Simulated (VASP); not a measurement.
# H2CO in VASP: further runs, part 2 of 2

VASP 6.6.1.

**4. Molecular dynamics, r2SCAN+D3(BJ)**

Input file POSCAR:

```
H2CO
1.0
    7.7059940000      0.0000000000      0.0000000000
    0.0000000000      7.7059940000      0.0000000000
    0.0000000000      0.0000000000      7.7059940000
O C H
4 4 8
Direct
    0.5258526600      0.7123369500      0.3952585700
    0.3032739800      0.3926071500      0.8803170900
    0.2844560400     -0.0019472000      0.7288763500
    0.0474136000      0.6483275100      0.1604953000
    0.6244960600      0.6366900900      0.3242209800
    0.3613352500      0.4986657200      0.7977940300
    0.3608771000      0.0680954600      0.6248441700
    0.1547812900      0.7416903100      0.1260648000
    0.7709741100      0.4006185100      0.9348690800
    0.7680967500      0.3235547200      0.8766243800
    0.7956354200      0.8046844600      0.9265770300
    0.7845348700      0.7152289900      0.9040510400
    0.0578189300      0.1859195200      0.0955367700
    0.1490139600      0.2181741200      0.0754531000
    0.8927928900     -0.0098330100      0.5107047600
    0.8207736700      0.0306200300      0.4693558500
```

Input file INCAR.step1:

```
ALGO     = Normal         # electronic algorithm
EDIFF    = 1E-4           # SCF threshold, eV
ENCUT    = 520            # plane-wave cutoff, eV
GGA      = PE             # functional
ISMEAR   = -1             # smearing method
ISYM     = 0            
LASPH    = True           # aspherical terms in the spheres
LCHARG   = False          # write CHGCAR
LREAL    = Auto         
LWAVE    = True           # write WAVECAR
NELM     = 100            # most SCF steps
PREC     = Accurate       # precision mode
SIGMA    = 0.05           # smearing width, eV
```

Input file INCAR.step2:

```
ALGO     = Normal         # electronic algorithm
EDIFF    = 1E-5           # SCF threshold, eV
ENCUT    = 520            # plane-wave cutoff, eV
IBRION   = 0              # ionic algorithm
ISIF     = 2              # what is computed and relaxed
ISMEAR   = -1             # smearing method
ISTART   = 1            
ISYM     = 0            
IVDW     = 12             # dispersion correction
LANGEVIN_GAMMA= 5 5 5        
LASPH    = True           # aspherical terms in the spheres
LCHARG   = False          # write CHGCAR
LMIXTAU  = True         
LREAL    = Auto         
LWAVE    = False          # write WAVECAR
MDALGO   = 3            
METAGGA  = R2SCAN         # meta-GGA
NELM     = 100            # most SCF steps
NELMIN   = 4            
NSW      = 40             # ionic steps
POTIM    = 0.75           # step
PREC     = Accurate       # precision mode
RANDOM_SEED= 356947 0 0   
SIGMA    = 0.05           # smearing width, eV
TEBEG    = 300.0        
TEEND    = 300.0        
VDW_A1   = 0.49484001   
VDW_A2   = 5.73083694   
VDW_S6   = 1.0          
VDW_S8   = 0.78981345
```

Input file KPOINTS:

```
k-points
0
Gamma
  1 1 1
```

Potentials or basis: VASP PAW PBE potentials, release 64 (O, C, H).

Run with:

```console
$ cat potpaw_PBE.64/O/POTCAR potpaw_PBE.64/C/POTCAR potpaw_PBE.64/H/POTCAR > POTCAR
$ cp INCAR.step1 INCAR
$ mpirun -np 1 vasp_gam > vasp.out
$ cp INCAR.step2 INCAR
$ mpirun -np 1 vasp_gam > vasp.out
```

OUTCAR:

```text
EDIFF = 1E-5
   ENCUT = 520
   IBRION = 0
   ISIF = 2
   ISMEAR = -1
   ISTART = 1
   ISYM = 0
   IVDW = 12
   LASPH = True
   LREAL = Auto
   METAGGA = R2SCAN
   NELM = 100
   NELMIN = 4
   NSW = 40
   POTIM = 0.75
   PREC = Accurate
   TEBEG = 300.0
 IVDW          = 12

 ion  position               nearest neighbor table
   1  0.526  0.712  0.395-   5 1.10
   2  0.303  0.393  0.880-   6 1.13
   3  0.284  0.998  0.729-   7 1.13
   4  0.047  0.648  0.160-   8 1.13
   5  0.624  0.637  0.324-   1 1.10
   6  0.361  0.499  0.798-   2 1.13
[... 8 lines left out ...]
  15  0.893  0.990  0.511-  16 0.71
  16  0.821  0.031  0.469-  15 0.71

IMPORTANT INFORMATION: All symmetrisations will be switched off!
NOSYMM: (Re-)initialisation of all symmetry stuff for point group C_1.

----------------------------------------------------------------------------------------

                                     Primitive cell

  volume of cell :     457.6000

  direct lattice vectors                    reciprocal lattice vectors
     7.705994000  0.000000000  0.000000000     0.129769112  0.000000000  0.000000000
     0.000000000  7.705994000  0.000000000     0.000000000  0.129769112  0.000000000
     0.000000000  0.000000000  7.705994000     0.000000000  0.000000000  0.129769112

[... 134 lines left out ...]
  free energy    TOTEN  =       -93.35049735 eV

  energy without entropy =      -93.35049735  energy(sigma->0) =      -93.35049735

------------------------ aborting loop because EDIFF is reached ----------------------------------------

 Edisp (eV)   -0.18656

 E8    (eV) :    -0.0319
[... 173 lines left out ...]
  ENERGY OF THE ELECTRON-ION-THERMOSTAT SYSTEM (eV)
  ---------------------------------------------------
% ion-electron   TOTEN  =       -93.599597  see above
  kinetic energy EKIN   =         0.705746
  kin. lattice  EKIN_LAT=         0.000000  (temperature  341.24 K)
  nose potential ES     =         0.000000
  nose kinetic   EPS    =         0.000000
  ---------------------------------------------------
  total energy   ETOTAL =       -92.893851 eV

[... ionic steps 4 to 37 ...]

--------------------------------------- Ionic step       38  -------------------------------------------

 number of electron      47.9999999 magnetization

------------------------ aborting loop because EDIFF is reached ----------------------------------------
[... 123 lines left out ...]
--------------------------------------- Ionic step       40  -------------------------------------------

 number of electron      47.9999997 magnetization

 Free energy of the ion-electron system (eV)
  ---------------------------------------------------
  ext. energy  EPLUGINS =         0.00000000
  ---------------------------------------------------
  free energy    TOTEN  =       -93.22617159 eV

  energy without entropy =      -93.22617159  energy(sigma->0) =      -93.22617159

 E-fermi :  -6.4021     XC(G=0):  -4.0810

 val. band max:       -7.6093868773   @ k =   0.0000   0.0000   0.0000
 cond. band min:      -0.6149344627   @ k =   0.0000   0.0000   0.0000
 fundamental gap:      6.9944524146
 Fermi energy:        -6.4021347478

 k-point     1 :       0.0000    0.0000    0.0000
  band No.  band energies     occupation
      1     -29.8760      2.00000
      2     -29.5441      2.00000
      3     -29.4851      2.00000
      4     -29.1570      2.00000
      5     -13.1857      2.00000
      6     -13.1009      2.00000
[... 78 lines left out ...]
  ENERGY OF THE ELECTRON-ION-THERMOSTAT SYSTEM (eV)
  ---------------------------------------------------
% ion-electron   TOTEN  =       -93.413937  see above
  kinetic energy EKIN   =         0.467362
  kin. lattice  EKIN_LAT=         0.000000  (temperature  225.98 K)
  nose potential ES     =         0.000000
  nose kinetic   EPS    =         0.000000
  ---------------------------------------------------
  total energy   ETOTAL =       -92.946574 eV
```

OSZICAR.step1:

```text
N       E                     dE             d eps       ncg     rms          rms(c)
DAV:   1     0.463737537679E+03    0.46374E+03   -0.20756E+04    66   0.117E+03
DAV:   2    -0.141289453234E+02   -0.47787E+03   -0.46282E+03    91   0.274E+02
DAV:   3    -0.904619295696E+02   -0.76333E+02   -0.75991E+02    84   0.127E+02
DAV:   4    -0.922834168814E+02   -0.18215E+01   -0.17968E+01    84   0.228E+01
DAV:   5    -0.923304419050E+02   -0.47025E-01   -0.46583E-01    76   0.354E+00    0.171E+01
DAV:   6    -0.876559019864E+02    0.46745E+01   -0.81124E+00    75   0.171E+01    0.904E+00
DAV:   7    -0.863599123618E+02    0.12960E+01   -0.14077E+00    84   0.759E+00    0.409E+00
DAV:   8    -0.860726991369E+02    0.28721E+00   -0.11291E+00    84   0.476E+00    0.102E+00
DAV:   9    -0.860728659655E+02   -0.16683E-03   -0.74142E-02    75   0.149E+00    0.442E-01
DAV:  10    -0.860722120217E+02    0.65394E-03   -0.66509E-03    84   0.547E-01    0.152E-01
DAV:  11    -0.860726475277E+02   -0.43551E-03   -0.13654E-03    66   0.233E-01    0.596E-02
DAV:  12    -0.860725639265E+02    0.83601E-04   -0.27155E-04    60   0.112E-01
   1 F= -.86072564E+02 E0= -.86072564E+02  d E =-.271581E-10
```

It took 24 min on 1 thread of Intel Xeon 6975P-C (Granite Rapids), shared host; peak memory 0.65 GiB.

What came out:

* Dispersion energy per atom: -0.012 eV

Caveat: the k points lie up to 0.82 Å⁻¹ apart, too coarse for converged energies, forces and pressures; the PAW data sets were made with another functional, which shifts forces and pressure a little.

**5. Single point, r2SCAN+D3(BJ)**

Input file POSCAR:

```
H2CO
1.0
    7.7059940000      0.0000000000      0.0000000000
    0.0000000000      7.7059940000      0.0000000000
    0.0000000000      0.0000000000      7.7059940000
O C H
4 4 8
Direct
    0.5157932903      0.7163254993      0.3944202396
    0.3061253357      0.3971843217      0.8866993668
    0.2779394845     -0.0028159897      0.7219055712
    0.0499351544      0.6528164958      0.1631976355
    0.6183757735      0.6333770828      0.3227487590
    0.3633535142      0.4977943144      0.7940701745
    0.3619130770      0.0590319691      0.6216070244
    0.1578641250      0.7416694070      0.1219699886
    0.7608882125      0.4071376126      0.9589937392
    0.7537249575      0.3429148790      0.8874130969
    0.7741246619      0.8136782873      0.9209065047
    0.7647164013      0.7194269811      0.9073715863
    0.0499740851      0.1542824975      0.0898910640
    0.1364132907      0.1930185775      0.0713730117
    0.8874650045     -0.0047755033      0.5265381728
    0.8375168732      0.0365819127      0.4524400097
```

Input file INCAR.step1:

```
ALGO = Normal ; EDIFF = 1E-5
ENCUT = 1100 ; GGA = PE
GGA_COMPAT = False ; ISMEAR = -1
LASPH = True ; LCHARG = False
LREAL = Auto ; LWAVE = True
NBANDS = 38 ; NELM = 120
PREC = Accurate ; SIGMA = 0.05
```

Input file INCAR.step2:

```
ALGO = Normal ; EDIFF = 1E-6
ENCUT = 1100 ; GGA_COMPAT = False
ISIF = 2 ; ISMEAR = -1
ISTART = 1 ; IVDW = 12
LASPH = True ; LCHARG = True
LELF = True ; LMIXTAU = True
LREAL = Auto ; LVHAR = True
LWAVE = False ; METAGGA = R2SCAN
NBANDS = 38 ; NELM = 120
PREC = Accurate ; SIGMA = 0.05
VDW_A1 = 0.49484001 ; VDW_A2 = 5.73083694
VDW_S6 = 1.0 ; VDW_S8 = 0.78981345
```

KPOINTS is that of step 4.

Potentials or basis: VASP PAW PBE potentials, release 64 (O_h, C_h, H_h).

Run with:

```console
$ cat potpaw_PBE.64/O_h/POTCAR potpaw_PBE.64/C_h/POTCAR potpaw_PBE.64/H_h/POTCAR > POTCAR
$ cp INCAR.step1 INCAR
$ mpirun -np 1 vasp_gam > vasp.out
$ cp INCAR.step2 INCAR
$ mpirun -np 1 vasp_gam > vasp.out
```

OUTCAR:

```text
EDIFF = 1E-6
   ENCUT = 1100
   ISIF = 2
   ISMEAR = -1
   ISTART = 1
   IVDW = 12
   LASPH = True
   LREAL = Auto
   METAGGA = R2SCAN
   NELM = 120
   PREC = Accurate
 IVDW          = 12

 ion  position               nearest neighbor table
   1  0.516  0.716  0.394-   5 1.16
   2  0.306  0.397  0.887-   6 1.14
   3  0.278  0.997  0.722-   7 1.12
   4  0.050  0.653  0.163-   8 1.12
   5  0.618  0.633  0.323-   1 1.16
   6  0.363  0.498  0.794-   2 1.14
[... 8 lines left out ...]
  15  0.887  0.995  0.527-  16 0.76
  16  0.838  0.037  0.452-  15 0.76

  LATTYP: Found a simple cubic cell.
 ALAT       =     7.7059940000

  Lattice vectors:

 A1 = (   7.7059940000,   0.0000000000,   0.0000000000)
 A2 = (   0.0000000000,   7.7059940000,   0.0000000000)
 A3 = (   0.0000000000,   0.0000000000,   7.7059940000)

Analysis of symmetry for initial positions (statically):
[... 179 lines left out ...]
 val. band max:       -7.5267325848   @ k =   0.0000   0.0000   0.0000
 cond. band min:      -0.4040322042   @ k =   0.0000   0.0000   0.0000
 fundamental gap:      7.1227003806
 Fermi energy:        -6.2265940407

 k-point     1 :       0.0000    0.0000    0.0000
  band No.  band energies     occupation
      1     -29.1470      2.00000
      2     -29.0450      2.00000
      3     -28.9393      2.00000
      4     -28.5517      2.00000
      5     -13.2065      2.00000
      6     -13.0390      2.00000
[... 28 lines left out ...]
     35       2.6840      0.00000
     36       3.0958      0.00000
 [bands above 36 left out]

------------------------ aborting loop because EDIFF is reached ----------------------------------------

 Edisp (eV)   -0.18719

 E8    (eV) :    -0.0321

  FORCE on cell =-STRESS in cart. coord.  units (eV):
  Direction    XX          YY          ZZ          XY          YZ          ZX
  --------------------------------------------------------------------------------------
  -------------------------------------------------------------------------------------
  Total      -1.63511    -1.64619    -1.31171     1.55069    -0.64533     0.86179
  in kB      -5.72493    -5.76375    -4.59265     5.42936    -2.25946     3.01734
  external pressure =       -5.36 kB  Pullay stress =        0.00 kB

 VOLUME and BASIS-vectors are now :
 -----------------------------------------------------------------------------
  energy-cutoff  :     1100.00
  volume of cell :      457.60
      direct lattice vectors                 reciprocal lattice vectors
     7.705994000  0.000000000  0.000000000     0.129769112  0.000000000  0.000000000
     0.000000000  7.705994000  0.000000000     0.000000000  0.129769112  0.000000000
     0.000000000  0.000000000  7.705994000     0.000000000  0.000000000  0.129769112

 POSITION                                       TOTAL-FORCE (eV/Angst)
 -----------------------------------------------------------------------------------
      3.97470      5.52000      3.03940         2.319081     -1.863940     -1.614250
      2.35900      3.06070      6.83290         0.758759      1.302897     -1.173208
      2.14180      7.68429      5.56300        -0.797883     -0.626971      0.915128
      0.38480      5.03060      1.25760        -0.234235     -0.209960      0.127827
      4.76520      4.88080      2.48710        -2.336935      1.853000      1.616513
      2.80000      3.83600      6.11910        -0.701947     -1.217269      1.125916
[... 8 lines left out ...]
      6.83880      7.66919      4.05750        -0.290061      0.237003     -0.440484
      6.45390      0.28190      3.48650         0.293423     -0.241776      0.441638
 -----------------------------------------------------------------------------------
    total drift:                                0.000831      0.001843     -0.001847

  FREE ENERGIE OF THE ION-ELECTRON SYSTEM (eV)
  ---------------------------------------------------
  free  energy   TOTEN  =       -94.4206828267 eV

  energy  without entropy=      -94.4206828267  energy(sigma->0) =      -94.42068283
```

OSZICAR.step1:

```text
N       E                     dE             d eps       ncg     rms          rms(c)
DAV:   1     0.582764086360E+03    0.58276E+03   -0.28941E+04    76   0.182E+03
DAV:   2     0.711355422645E+02   -0.51163E+03   -0.48060E+03   120   0.283E+02
DAV:   3    -0.856185091897E+02   -0.15675E+03   -0.15495E+03   104   0.159E+02
DAV:   4    -0.927692200266E+02   -0.71507E+01   -0.70020E+01    96   0.394E+01
DAV:   5    -0.929353055924E+02   -0.16609E+00   -0.16569E+00    96   0.633E+00    0.158E+01
DAV:   6    -0.884083779659E+02    0.45269E+01   -0.68713E+00    96   0.141E+01    0.809E+00
DAV:   7    -0.871639540933E+02    0.12444E+01   -0.12403E+00   104   0.700E+00    0.371E+00
DAV:   8    -0.868655698928E+02    0.29838E+00   -0.10724E+00    90   0.425E+00    0.773E-01
DAV:   9    -0.868672571368E+02   -0.16872E-02   -0.74902E-02    96   0.153E+00    0.457E-01
DAV:  10    -0.868660958267E+02    0.11613E-02   -0.82613E-03    82   0.596E-01    0.135E-01
DAV:  11    -0.868664981849E+02   -0.40236E-03   -0.15687E-03    84   0.237E-01    0.906E-02
DAV:  12    -0.868664473776E+02    0.50807E-04   -0.40018E-04    76   0.142E-01    0.214E-02
DAV:  13    -0.868664093926E+02    0.37985E-04   -0.68910E-05    88   0.587E-02    0.127E-02
DAV:  14    -0.868663883637E+02    0.21029E-04   -0.24178E-05    60   0.312E-02    0.542E-03
DAV:  15    -0.868663871704E+02    0.11932E-05   -0.43419E-06    80   0.124E-02
   1 F= -.86866387E+02 E0= -.86866387E+02  d E =-.872680E-10
```

Run time: 3.6 min. Hardware: 1 thread of Intel Xeon 6975P-C (Granite Rapids), shared host; peak memory 1.2 GiB.

What came out:

| Property | Result |
| --- | --- |
| Free energy | -94.4207 eV |
| Pressure | -0.5 GPa |
| Largest force | 3.392 eV/Å |
| Dispersion energy per atom | -0.012 eV |

Forces on the atoms (eV/Å):
```
O    2.319 -1.864 -1.614
O    0.759  1.303 -1.173
O   -0.798 -0.627  0.915
O   -0.234 -0.210  0.128
C   -2.337  1.853  1.617
C   -0.702 -1.217  1.126
C    0.801  0.596 -0.936
C    0.272  0.193 -0.091
H   -0.001 -0.057 -0.017
H    0.005  0.034  0.023
H   -0.002  0.157  0.003
H   -0.028 -0.111 -0.038
H    0.072  0.033  0.008
H   -0.130 -0.078  0.050
H   -0.290  0.237 -0.440
H    0.293 -0.242  0.442
```

Stress tensor (GPa, compression positive):
```
-0.57  0.54  0.30
 0.54 -0.58 -0.23
 0.30 -0.23 -0.46
```

Caveat: the k points lie up to 0.82 Å⁻¹ apart, too coarse for converged energies, forces and pressures; the PAW data sets were made with another functional, which shifts forces and pressure a little.

**6. The runs side by side**

```csv
task,potentials or basis,cell,cutoff (eV),pressure (GPa),largest force (eV/Å)
relaxation of the atoms,"VASP PAW PBE potentials, release 64 (O, C, H)","atoms relaxed, atomic positions A",520,0.2,0.28
molecular dynamics,"VASP PAW PBE potentials, release 64 (O, C, H)","as given, atomic positions B",520,-,-
molecular dynamics,"VASP PAW PBE potentials, release 64 (O, C, H)","as given, atomic positions C",520,-,-
single point,"VASP PAW PBE potentials, release 64 (O_h, C_h, H_h)","as given, atomic positions D",1100,-0.5,3.39
```

Alike in all rows: level r2SCAN+D3(BJ); no spin polarisation; k mesh 1 × 1 × 1; smearing fermi-dirac 0.05 eV.

Caveats: all runs use coarse meshes; the PAW data sets were made with another functional, which shifts forces and pressure a little; the relaxation stopped at a loose force limit of 0.3 eV/Å, so its end isn't a converged minimum (at least some runs).

Absolute energies hang on the potentials; compare differences alone.
